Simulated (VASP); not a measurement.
A run of VASP 6.6.1:

INCAR

```
ALGO     = Normal         # electronic algorithm
EDIFF    = 1E-6           # SCF threshold, eV
ENCUT    = 520            # plane-wave cutoff, eV
GGA      = PE             # functional
ISIF     = 2              # what is computed and relaxed
ISMEAR   = 0              # smearing method
LASPH    = True           # aspherical terms in the spheres
LCHARG   = False          # write CHGCAR
LREAL    = Auto         
LWAVE    = False          # write WAVECAR
NBANDS   = 76             # bands
NELM     = 80             # most SCF steps
PREC     = Accurate       # precision mode
SIGMA    = 0.05           # smearing width, eV
```

KPOINTS

```
k-points
0
Gamma
  1 1 12
```

File POSCAR:

```
In3Sb3H5
1.0
   18.9000000000      0.0000000000      0.0000000000
    0.0000000000     22.9000000000      0.0000000000
    0.0000000000      0.0000000000      4.8015591581
In Sb H
6 6 10
Direct
    0.5607083868      0.5313117470      0.0000000000
    0.5626853226      0.2467768544      0.0000000000
    0.4395365398      0.6767839040      0.5000000000
    0.4398517535      0.3886977788      0.5000000000
    0.6866256919      0.3871635889      0.5000000000
    0.3140114444      0.5311425356      0.0000000000
    0.5598103912      0.6037485799      0.5000000000
    0.5628288062      0.3196410425      0.5000000000
    0.6813248150      0.4591282559      0.0000000000
    0.4392473155      0.7477889732      0.0000000000
    0.4377093209      0.4622682413      0.0000000000
    0.3201725468      0.6036428865      0.5000000000
    0.6451410987      0.2130233478      0.0000000000
    0.4806501340      0.2123861780      0.0000000000
    0.6298820242      0.6515955621      0.5000000000
    0.3566781956      0.3554639664      0.5000000000
    0.7494329459      0.5089143788      0.0000000000
    0.7706575207      0.3558062798      0.5000000000
    0.5074560285      0.7968821652      0.0000000000
    0.3724720039      0.7982374975      0.0000000000
    0.2296239380      0.5006033202      0.0000000000
    0.2521977495      0.6535310403      0.5000000000
```

Potentials or basis: VASP PAW PBE potentials, release 64 (In_d, Sb, H).

Launch:

```console
$ cat potpaw_PBE.64/In_d/POTCAR potpaw_PBE.64/Sb/POTCAR potpaw_PBE.64/H/POTCAR > POTCAR
$ mpirun -np 1 vasp_std > vasp.out
```

Hardware: 1 thread of Intel(R) Xeon(R) 6975P-C (Granite Rapids) (shared host).

**Question.** Estimate the wall time of this run.

**Answer.** Run time: 30 min on 1 thread of Intel(R) Xeon(R) 6975P-C (Granite Rapids), on a shared host, peak memory 1.9 GiB. Counts: scf iterations 30, k points 7.
